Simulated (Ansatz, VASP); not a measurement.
# Bi in VASP and in Ansatz

INCAR

```
PREC = Accurate ; ENCUT = 520
EDIFF = 1E-6 ; ISMEAR = 0
SIGMA = 0.02 ; LREAL = False
LASPH = True ; NELM = 60
ALGO = Normal ; ISIF = 2
LWAVE = False ; LCHARG = False
LDIPOL = True ; IDIPOL = 3
DIPOL = 0.5 0.5 0.500 ; GGA = PE
NBANDS = 22
```

The input KPOINTS:

```
regular mesh
0
Gamma
  9 9 1
```

Contents of POSCAR:

```
Bi
1.0
    4.3490000000      0.0000000000      0.0000000000
   -2.1745000000      3.7663444811      0.0000000000
    0.0000000000      0.0000000000     28.0000000000
Bi
2
Direct
    0.3333333333      0.6666666667      0.5462142857
    0.6666666667      0.3333333333      0.4537857143
```

Input for Ansatz:

```yaml
crystal:
  lattice:
    - [4.349, 0.0, 0.0]
    - [-2.1745, 3.7663444811, 0.0]
    - [0.0, 0.0, 28.0]
  atoms:
    - { symbol: Bi, position: [0.3333333333, 0.6666666667, 0.5462142857] }
    - { symbol: Bi, position: [0.6666666667, 0.3333333333, 0.4537857143] }
  periodic: [true, true, false]
basis:
  ecutwfc: 420
kpoints:
  mp_grid: { grid: [9, 9, 1] }
hamiltonian:
  xc: pbe
scf:
  occupations: { method: gaussian, width: 0.02 }
output:
  forces: true
  stress: true
  eigenvalues: true
```

Alike in both runs: task single point; functional PBE; k mesh 9 × 9 × 1; occupations gaussian, width 0.02 eV; no spin polarisation.

```csv
,VASP,Ansatz
version,VASP 6.6.1,Ansatz 0.2.0
potentials or method,"VASP PAW PBE potentials, release 64 (Bi_d), cutoff 520 eV","scalar-relativistic, plane waves, PAW"
valence electrons in the cell,30,30
```

```tsv
	VASP	Ansatz	Ansatz less VASP
gap on the k mesh at the Fermi level (eV)	none	none	-
rms of the force components (eV/Å)	1.284	1.285	+0.0014
```

Atom by atom the forces differ by 0.001 eV/Å (rms over components). A gap of «none» marks a metal or a gap that the smearing closes. With one functional, cell and mesh, what is left measures potentials, basis and numerics.

Neither program's run includes spin-orbit coupling.
